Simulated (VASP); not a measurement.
AgBr:

```
CELL_PARAMETERS angstrom
0.00000 2.89276 2.89276
2.89276 0.00000 2.89276
2.89276 2.89276 0.00000
ATOMIC_POSITIONS crystal
Ag 0.00000 0.00000 0.00000
Br 0.50000 0.50000 0.50000
```

Base run:

```yaml
Program: VASP 6.6.1
Functional: PBE0
Potentials_or_basis: VASP PAW PBE potentials, release 64 (Ag, Br)
Cutoff: 400 eV
k_mesh: 6 × 6 × 6
Occupations: gaussian, width 0.01 eV
Spin: no spin polarisation
```

Its results: band gap on the k mesh 2.68 eV (least direct gap 4.44 eV); pressure 0.5 GPa.

Problem. The run is repeated on the same cell with these changes: functional from PBE0 to r2SCANh; cutoff from 400 eV to 440 eV; share of exact exchange from 0.25 to 0.1. What comes out?

Solution. Band gap on the k mesh 1.97 eV (least direct gap 3.85 eV); pressure 0.0 GPa.

Caveats: the PAW data sets were made with another functional, which shifts forces and pressure a little.

A k mesh can miss the band edges.
